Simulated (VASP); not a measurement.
**ZrO2: single point with r2SCANh**

ZrO2:

```
Zr O
1.0
     3.60103    0.00000    0.00000
     0.00000    3.60103    0.00000
     0.00000    0.00000    5.22718
Zr O
2 4
Direct
  0.00000 0.00000 0.00000
  0.50000 0.50000 0.50000
  0.00000 0.50000 0.19697
  0.00000 0.50000 0.69697
  0.50000 0.00000 0.30303
  0.50000 0.00000 0.80303
```

```yaml
Program: VASP 6.6.1
Task: single point
Functional: r2SCANh
Potentials_or_basis: VASP PAW PBE potentials, release 64 (Zr_sv, O)
Cutoff: 580 eV
k_mesh: 4 × 4 × 4
Occupations: gaussian, width 0.01 eV
Spin: no spin polarisation
Dipole_correction: no
Grid_for_exact_exchange_PRECFOCK: Normal
Further_INCAR_settings: ALGO = Normal; EDIFF = 1e-06; NBANDS = 33
Share_of_exact_exchange: 0.1
```

```
Pressure               : -1.5 GPa
Largest force          : 0.005 eV/Å
Band gap on the k mesh : 5.50 eV (least direct gap 5.59 eV)
```

Forces in eV/Å, atoms in the order of the input:
```
Zr   0.000  0.000  0.000
Zr   0.000  0.000  0.000
O    0.000  0.000  0.005
O    0.000  0.000  0.005
O    0.000  0.000 -0.005
O    0.000  0.000 -0.005
```

Stress tensor (GPa, compression positive):
```
-1.45  0.00  0.00
 0.00 -1.45  0.00
 0.00  0.00 -1.59
```

Levels at points of the mesh, in eV from the valence-band top:
| k point | band 22 | band 23 | band 24 | band 25 | band 26 | band 27 |
| --- | --- | --- | --- | --- | --- | --- |
| (0.00, 0.00, 0.00) | -0.15 | -0.10 | -0.10 | 5.50 | 5.99 | 6.75 |
| (0.50, 0.00, 0.00) | -1.48 | -0.12 | -0.12 | 5.87 | 5.87 | 6.87 |
| (0.50, 0.50, 0.00) | -0.82 | -0.43 | -0.43 | 6.61 | 6.61 | 6.92 |
| (0.00, 0.00, 0.50) | -0.58 | -0.01 | -0.01 | 6.07 | 6.07 | 6.69 |
| (0.50, 0.00, 0.50) | -1.35 | -0.88 | -0.88 | 5.99 | 5.99 | 6.33 |
| (0.50, 0.50, 0.50) | -1.50 | -0.07 | -0.07 | 6.63 | 6.63 | 7.16 |

It took 36 min on 4 MPI ranks on Intel(R) Xeon(R) Platinum 8124M CPU @ 3.00GHz (Skylake/Cascade Lake), on a shared host, peak memory 0.25 GiB a rank.

Caveat: the k points lie up to 0.44 Å⁻¹ apart; the PAW data sets were made with another functional, which shifts forces and pressure a little. A k mesh can miss the band edges.
